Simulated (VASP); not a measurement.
TiSi2:

```xyz
3
Lattice="-1.4729 1.7121 4.2121 1.4729 -1.7121 4.2121 1.4729 1.7121 -4.2121" Properties=species:S:1:pos:R:3 pbc="T T T"
Ti    0.0000    0.0000    0.0000
Si    0.0000    0.0000    5.6448
Si    0.0000    0.0000    2.7793
```

Base run:

- Program: VASP 6.6.1
- Functional: PBE
- Potentials or basis: VASP PAW PBE potentials, release 64 (Ti_sv, Si)
- Cutoff: 520 eV
- k mesh: 12 × 12 × 12
- Occupations: fermi-dirac, width 0.05 eV
- Spin: no spin polarisation

Its results: band gap on the k mesh zero (bands 10 and 11 overlap by 2.33 eV); pressure 0.2 GPa; largest force 0.013 eV/Å.

Question: The run is repeated on the same cell with these changes: functional from PBE to r2SCAN; further incar settings from ALGO = Normal; EDIFF = 1e-07; NBANDS = 17 to ALGO = Normal; EDIFF = 1e-06; NBANDS = 17. What comes out?

Answer: Band gap on the k mesh zero (bands 10 and 11 overlap by 2.56 eV); pressure -2.1 GPa; largest force 0.056 eV/Å.

Caveats: the PAW data sets were made with another functional, which shifts forces and pressure a little (at least some runs).
